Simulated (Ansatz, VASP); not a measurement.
## One calculation of Se3S2, two programs

Contents of INCAR:

```
  PREC = Accurate
  ENCUT = 600
  EDIFF = 1E-6
  ISMEAR = 0
  SIGMA = 0.1
  LREAL = F
  LASPH = T
  NELM = 100
  ALGO = Normal
  ISIF = 3
  LWAVE = F
  LCHARG = F
  GGA = PE
  IBRION = 2
  NSW = 100
  EDIFFG = -0.01
```

KPOINTS

```
regular mesh
0
Gamma
  12 12 8
```

Contents of POSCAR:

```
Se3S2
1.0
    4.9153018989      0.0000000000      0.0000000000
   -2.4576509495      4.2567763118      0.0000000000
    0.0000000000      0.0000000000      5.1232647862
Se S
3 2
Direct
    0.0000000000      0.0000000000      0.0000000000
    0.3333333333      0.6666666667      0.5000000000
    0.6666666667      0.3333333333      0.5000000000
    0.3333333333      0.6666666667      0.0000000000
    0.6666666667      0.3333333333      0.0000000000
```

Input for Ansatz:

```yaml
crystal:
  lattice:
    - [4.9153018989, 0.0, 0.0]
    - [-2.4576509495, 4.2567763118, 0.0]
    - [0.0, 0.0, 5.1232647862]
  atoms:
    - { symbol: Se, position: [0.0, 0.0, 0.0] }
    - { symbol: Se, position: [0.3333333333, 0.6666666667, 0.5] }
    - { symbol: Se, position: [0.6666666667, 0.3333333333, 0.5] }
    - { symbol: S, position: [0.3333333333, 0.6666666667, 0.0] }
    - { symbol: S, position: [0.6666666667, 0.3333333333, 0.0] }
basis:
  ecutwfc: 420
kpoints:
  mp_grid: { grid: [12, 12, 8] }
hamiltonian:
  xc: pbe
scf:
  occupations: { method: gaussian, width: 0.1 }
output:
  forces: true
  stress: true
  eigenvalues: true
relax:
  adjacent_minimum: "off"
  f_tol: 0.01
  max_steps: 80
  cell: { stress_tol: 0.05 }
```

Alike in both runs: task relaxation of cell and atoms; functional PBE; k mesh 12 × 12 × 8; occupations gaussian, width 0.1 eV; no spin polarisation.

|  | VASP | Ansatz |
| --- | --- | --- |
| version | VASP 6.6.1 | Ansatz 0.2.0 |
| potentials or method | VASP PAW PBE potentials, release 64 (Se, S), cutoff 600 eV | scalar-relativistic, plane waves, PAW |
| valence electrons in the cell | 30 | 60 |

```csv
,VASP,Ansatz,Ansatz less VASP
"gap on the k mesh at the Fermi level, each at its own relaxed structure (eV)",none,none,-
relaxed volume (Å³/atom),21.28,21.27,-0.014
relaxed cell length with the largest relative difference (Å),4.881,4.879,-0.0019
```

A gap of «none» marks a metal or a gap that the smearing closes. VASP's potentials hold 30 valence electrons a cell and Ansatz's 60, so a difference there can come from the potentials and not from the codes.
